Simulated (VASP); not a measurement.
A run of VASP 6.6.1:

File INCAR:

```
PREC = Accurate
ENCUT = 520
EDIFF = 1E-6
ISMEAR = 0
SIGMA = 0.05
LREAL = F
LASPH = T
NELM = 80
ALGO = Normal
ISIF = 2
LWAVE = F
LCHARG = F
GGA = CA
NBANDS = 25
```

The input KPOINTS:

```
Automatic mesh
0
Gamma
  6 6 8
```

The input POSCAR:

```
SiO2
1.0
    4.0305000000      0.0000000000      0.0000000000
    0.0000000000      4.0305000000      0.0000000000
    0.0000000000      0.0000000000      2.7891000000
Si O
2 4
Direct
    0.5000000000      0.5000000000      0.5000000000
    0.0000000000      0.0000000000      0.0000000000
    0.6944252994      0.6944252994      0.0000000000
    0.1944252994      0.8055747006      0.5000000000
    0.3055747006      0.3055747006      0.0000000000
    0.8055747006      0.1944252994      0.5000000000
```

Potentials or basis: VASP PAW LDA potentials, release 64 (Si, O).

Run with:

```bash
$ cat potpaw_LDA.64/Si/POTCAR potpaw_LDA.64/O/POTCAR > POTCAR
$ mpirun -np 1 vasp_std > vasp.out
```

Hardware: 1 thread of AMD EPYC 7R13 (shared host).

How long does it take, and how much memory?

Wall time 76 s on 1 thread of AMD EPYC 7R13, on a shared host, peak memory 0.13 GiB. Counts: scf iterations 12, k points 50.
